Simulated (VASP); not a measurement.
Write the native input for VASP 6.6.1 that does the following.

```
Task                   : single point
Functional             : r2SCAN
Dispersion             : D4
Potentials or basis    : VASP PAW PBE potentials, release 64 (Ni_sv_GW, O)
Cutoff                 : 770 eV
k mesh                 : 11 × 11 × 11
Occupations            : fermi-dirac, width 0.05 eV
Spin                   : collinear spin, ferromagnetic start
Starting moments       : [1.0, 0.0] μB
Dipole correction      : no
Further INCAR settings : ALGO = Normal; EDIFF = 1e-06; NBANDS = 23
```

NiO:

```
Ni O
1.0
     0.00000    2.04332    2.04332
     2.04332    0.00000    2.04332
     2.04332    2.04332    0.00000
Ni O
1 1
Cartesian
  0.0000 0.0000 0.0000
  2.0433 2.0433 2.0433
```

The input as run:

POSCAR

```
NiO
1.0
    0.0000000000      2.0433202721      2.0433202721
    2.0433202721      0.0000000000      2.0433202721
    2.0433202721      2.0433202721      0.0000000000
Ni O
1 1
Direct
    0.0000000000      0.0000000000      0.0000000000
    0.5000000000      0.5000000000      0.5000000000
```

INCAR.step1

```
SYSTEM = NiO
  PREC = Accurate
  ENCUT = 770
  ISMEAR = -1
  SIGMA = 0.05
  LREAL = .False.
  LASPH = .True.
  NELM = 200
  ISPIN = 2
  MAGMOM = 1 0
  LMAXMIX = 4
  NBANDS = 23
  GGA = PE
  ALGO = Normal
  EDIFF = 1E-5
  LWAVE = .True.
  LCHARG = .False.
  GGA_COMPAT = .False.
```

INCAR.step2

```
SYSTEM = NiO
  PREC = Accurate
  ENCUT = 770
  EDIFF = 1E-6
  ISMEAR = -1
  SIGMA = 0.05
  LREAL = .False.
  LASPH = .True.
  NELM = 200
  ALGO = Normal
  ISIF = 2
  LWAVE = .False.
  LCHARG = .False.
  ISPIN = 2
  MAGMOM = 1 0
  LORBIT = 11
  LMAXMIX = 4
  METAGGA = R2SCAN
  LMIXTAU = .True.
  IVDW = 13
  VDW_S6 = 1.0
  VDW_S8 = 0.6018749
  VDW_A1 = 0.51559235
  VDW_A2 = 5.77342911
  NBANDS = 23
  ISTART = 1
  GGA_COMPAT = .False.
```

KPOINTS

```
Automatic mesh
0
Gamma
  11 11 11
  0 0 0
```

Potentials or basis: VASP PAW PBE potentials, release 64 (Ni_sv_GW, O).

Command:

```console
$ cat potpaw_PBE.64/Ni_sv_GW/POTCAR potpaw_PBE.64/O/POTCAR > POTCAR
$ cp INCAR.step1 INCAR
$ mpirun -np 1 vasp_std > vasp.out
$ cp INCAR.step2 INCAR
$ mpirun -np 1 vasp_std > vasp.out
```

It gave:

| Property | Result |
| --- | --- |
| Pressure | 17.1 GPa |
| Band gap on the k mesh | 0.62 eV (least direct gap 1.72 eV) |
| Net moment | 2.00 μB per cell |
| Site moments | Ni +1.70; O +0.28 μB |
| Valence electrons inside the program's atomic spheres | Ni 16.17; O 5.09 |
| Dispersion energy per atom | -0.122 eV |

Caveat: the cell stands under pressure; the PAW data sets were made with another functional, which shifts forces and pressure a little; an odd mesh through Γ misses points on the zone boundary, where band edges can lie; a cell with one magnetic atom can't hold antiferromagnetic order, which such compounds often take.

It took 5 min on 1 thread of Intel(R) Xeon(R) Platinum 8488C (Sapphire Rapids), on a shared host, peak memory 0.25 GiB.
